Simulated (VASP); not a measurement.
Ge: single point with PBE

Ge:

```
CELL_PARAMETERS angstrom
0.00000 2.77093 2.77093
2.77093 0.00000 2.77093
2.77093 2.77093 0.00000
ATOMIC_POSITIONS crystal
Ge 0.00000 0.00000 0.00000
Ge 0.25000 0.25000 0.25000
```

This cell differs from its parent crystal: volume scaled by 0.94, then relaxed in part.

* Program: VASP 6.6.1
* Task: single point
* Functional: PBE
* Potentials or basis: VASP PAW PBE potentials, release 64 (Ge_d)
* Cutoff: 520 eV
* k mesh: 14 × 14 × 14
* Occupations: fermi-dirac, width 0.05 eV
* Spin: no spin polarisation

```yaml
Pressure: 9.0 GPa
Band_gap_on_the_k_mesh: 0.38 eV, indirect (least direct gap 0.62 eV)
```

Levels at points of the mesh, in eV from the valence-band top:
```tsv
k point	band 10	band 11	band 12	band 13	band 14	band 15	band 16	band 17	band 18	band 19
(0.00, 0.00, 0.00)	-24.61	-13.26	0.00	0.00	0.00	0.62	2.58	2.58	2.58	6.57
(0.50, 0.00, 0.00)	-24.58	-11.02	-7.90	-1.50	-1.50	0.38	3.78	3.78	7.15	10.98
(0.50, 0.50, 0.00)	-24.56	-9.13	-9.13	-3.30	-3.30	0.67	0.67	10.04	10.04	12.25
```

Run time: 3.5 min on 1 thread of AMD EPYC 7R13, on a shared host, peak memory 0.18 GiB.

 A k mesh can miss the band edges.
